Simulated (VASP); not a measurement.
Wanted: the native input for a VASP 6.6.1 run.

```
Task                   : electric field gradients
Functional             : PBE
Potentials or basis    : VASP PAW PBE potentials, release 64 (Nb_sv, Ag, Se, O)
Cutoff                 : 520 eV
k mesh                 : 4 × 4 × 3
Occupations            : fermi-dirac, width 0.02 eV
Spin                   : no spin polarisation
Dipole correction      : no
Further INCAR settings : LREAL = Auto; ALGO = Normal; EDIFF = 1e-08; NBANDS = 95
```

The structure of NbAgSe2O7 lies in POSCAR:

```
NbAgSe2O7
1.0
    5.4065000000     -3.8960000000      0.0000000000
    5.4065000000      3.8960000000      0.0000000000
    0.0000000000      0.0000000000      7.3630000000
Nb Ag Se O
2 2 4 14
Direct
    0.0000000000      0.0000000000      0.5000000000
    0.0000000000      0.0000000000      0.0000000000
    0.5000000000      0.5000000000      0.0000000000
    0.5000000000      0.5000000000      0.5000000000
    0.5240530100      0.0533963506      0.2500000000
    0.4759469900      0.9466036494      0.7500000000
    0.0533963506      0.5240530100      0.7500000000
    0.9466036494      0.4759469900      0.2500000000
    0.3939070772      0.3152791572      0.2500000000
    0.6060929228      0.6847208428      0.7500000000
    0.3152791572      0.3939070772      0.7500000000
    0.6847208428      0.6060929228      0.2500000000
    0.6976266676      0.0398343613      0.4352599855
    0.3023733324      0.9601656387      0.9352599855
    0.0398343613      0.6976266676      0.5647400145
    0.9601656387      0.3023733324      0.0647400145
    0.3023733324      0.9601656387      0.5647400145
    0.6976266676      0.0398343613      0.0647400145
    0.9601656387      0.3023733324      0.4352599855
    0.0398343613      0.6976266676      0.9352599855
    0.9201964471      0.0798035529      0.7500000000
    0.0798035529      0.9201964471      0.2500000000
```

One way to write it, as run:

INCAR

```
PREC = Accurate
ENCUT = 520
EDIFF = 1E-8
ISMEAR = -1
SIGMA = 0.02
LREAL = Auto
LASPH = T
NELM = 100
ALGO = Normal
ISIF = 2
LWAVE = F
LCHARG = F
GGA = PE
LEFG = T
NBANDS = 95
```

KPOINTS

```
regular mesh
0
Gamma
  4 4 3
```

Potentials or basis: VASP PAW PBE potentials, release 64 (Nb_sv, Ag, Se, O).

Run with:

```sh
$ cat potpaw_PBE.64/Nb_sv/POTCAR potpaw_PBE.64/Ag/POTCAR potpaw_PBE.64/Se/POTCAR potpaw_PBE.64/O/POTCAR > POTCAR
$ mpirun -np 1 vasp_std > vasp.out
```

It gave:

```
Pressure               : 2.6 GPa
Largest force          : 0.268 eV/Å
Band gap on the k mesh : 1.55 eV, direct
```

Caveat: without QUAD_EFG the Cq values of the log hold for a quadrupole moment of 1 mb, not for the nuclei.

It took 27 min on 1 thread of AMD EPYC 7R13, with other jobs on the host, peak memory 0.5 GiB.
